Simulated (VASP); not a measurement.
A run of VASP 6.6.1 is set up as follows.

INCAR

```
SYSTEM = BN
ALGO = Normal
EDIFF = 1E-8
ENCUT = 520
GGA = CA
IBRION = 8
ISIF = 2
ISMEAR = 0
LASPH = .TRUE.
LCHARG = .FALSE.
LREAL = .FALSE.
LWAVE = .FALSE.
NBANDS = 11
NELM = 80
NSW = 1
PREC = Accurate
SIGMA = 0.01
```

The input KPOINTS:

```
k-points
0
G
  8 8 6
  0 0 0
```

Contents of POSCAR:

```
BN
1.0
    2.5080410000      0.0000000000      0.0000000000
   -1.2467110000      2.1762310000      0.0000000000
   -0.6306650000     -1.0881160000      3.0225400000
B N
1 1
Direct
    0.9796430000      0.9834990000      0.0018060000
    0.6685060000      0.3323850000      0.9849990000
```

Potentials or basis: VASP PAW LDA potentials, release 64 (B, N).

The run is started by

```console
$ cat potpaw_LDA.64/B/POTCAR potpaw_LDA.64/N/POTCAR > POTCAR
$ mpirun -np 1 vasp_std > vasp.out
```

Task: Estimate the highest phonon frequency at Γ, LO-TO splitting left out.

Result: 1472 cm⁻¹.

Phonon frequencies in cm⁻¹ (negative: imaginary):
| q point | frequencies |
| --- | --- |
| (0.000, 0.000, 0.000) | 0 0 0 735 1182 1472 |

Caveat: the k points lie up to 0.38 Å⁻¹ apart; the cell stands under pressure or tension, which shifts response properties.
